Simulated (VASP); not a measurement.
Set up this calculation in VASP 6.6.1, as the native input.

```
Task                   : single point
Functional             : PBE
Potentials or basis    : VASP PAW PBE potentials, release 64 (Pt, Se)
Cutoff                 : 520 eV
k mesh                 : 7 × 7 × 5
Occupations            : fermi-dirac, width 0.05 eV
Spin                   : no spin polarisation
Dipole correction      : no
Further INCAR settings : ALGO = Normal; EDIFF = 1e-06; NBANDS = 18
```

The structure of PtSe2 (Sudovikovite) lies in POSCAR:

```
PtSe2
1.0
    3.8729600000      0.0000000000      0.0000000000
   -1.9364800000      3.3540817478      0.0000000000
    0.0000000000      0.0000000000      5.0620000000
Pt Se
1 2
Direct
    0.0000000000      0.0000000000      0.0000000000
    0.6666666667      0.3333333333      0.7500000000
    0.3333333333      0.6666666667      0.2500000000
```

The input as run:

INCAR

```
  PREC = Accurate
  ENCUT = 520
  EDIFF = 1E-6
  ISMEAR = -1
  SIGMA = 0.05
  LREAL = F
  LASPH = T
  NELM = 80
  ALGO = Normal
  ISIF = 2
  LWAVE = F
  LCHARG = T
  GGA = PE
  LELF = T
  LVHAR = T
  NBANDS = 18
```

KPOINTS

```
regular mesh
0
Gamma
  7 7 5
```

Potentials or basis: VASP PAW PBE potentials, release 64 (Pt, Se).

Launch:

```bash
$ cat potpaw_PBE.64/Pt/POTCAR potpaw_PBE.64/Se/POTCAR > POTCAR
$ mpirun -np 1 vasp_std > vasp.out
```

It gave:

* Pressure: -3.2 GPa
* Largest force: 0.186 eV/Å
* Band gap on the k mesh: zero (band 11 reaches 5.93 eV, above the bottom of band 12 at 5.52 eV)

Caveat: spin-orbit coupling is left out, which moves the levels of the heavy elements.

Run time: 50 s on 1 thread of Intel(R) Xeon(R) Platinum 8124M CPU @ 3.00GHz (Skylake/Cascade Lake), on a shared host, peak memory 0.2 GiB.
